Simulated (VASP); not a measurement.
Write the native input for VASP 6.6.1 that does the following.

* Task: relaxation of cell and atoms
* Functional: PBEsol
* Potentials or basis: VASP PAW PBE potentials, release 64 (N, B)
* Cutoff: 600 eV
* k mesh: 13 × 13 × 13
* Occupations: fermi-dirac, width 0.05 eV
* Spin: no spin polarisation
* Target pressure: 10 GPa
* Dipole correction: no
* Further INCAR settings: ALGO = Normal; EDIFF = 1e-06; IBRION = 2; EDIFFG = -0.01; NSW = 60; ISIF = 3

The structure of BN lies in POSCAR:

```
BN
1.0
    0.0000000000      1.8130010000      1.8130010000
    1.8130010000      0.0000000000      1.8130010000
    1.8130010000      1.8130010000      0.0000000000
N B
1 1
Direct
    0.2500000000      0.2500000000      0.2500000000
    0.0000000000      0.0000000000      0.0000000000
```

One way to write it, as run:

INCAR

```
SYSTEM = BN
PREC = Accurate
ENCUT = 600
EDIFF = 1E-6
ISMEAR = -1
SIGMA = 0.05
LREAL = .False.
LASPH = .True.
NELM = 80
ALGO = Normal
ISIF = 3
LWAVE = .False.
LCHARG = .False.
GGA = PS
IBRION = 2
NSW = 60
EDIFFG = -0.01
PSTRESS = 100.0
```

KPOINTS

```
regular mesh
0
Gamma
  13 13 13
  0 0 0
```

Potentials or basis: VASP PAW PBE potentials, release 64 (N, B).

The run is started by

```console
$ cat potpaw_PBE.64/N/POTCAR potpaw_PBE.64/B/POTCAR > POTCAR
$ mpirun -np 1 vasp_std > vasp.out
```

It gave:

| Item | Value |
| --- | --- |
| Relaxed volume | 5.72 Å³/atom |
| Relaxed cell | a = 2.530 Å, b = 2.530 Å, c = 2.530 Å, α = 60.00°, β = 60.00°, γ = 60.00° |
| Space group after relaxing (to 0.05 Å) | F-43m (No. 216) |
| Energy change on relaxing (the enthalpy is what falls) | +2.4 meV/atom |
| Ionic steps | 3 |
| Pressure after relaxing | 9.8 GPa |
| Band gap on the k mesh | 4.39 eV, indirect (least direct gap 8.91 eV) |

Caveat: the cell is relaxed towards a set pressure, so the enthalpy falls and the energy may rise; the PAW data sets were made with another functional, which shifts forces and pressure a little.

It took 7.5 s on 1 thread of Intel(R) Xeon(R) 6975P-C (Granite Rapids), on a shared host, peak memory 0.12 GiB.
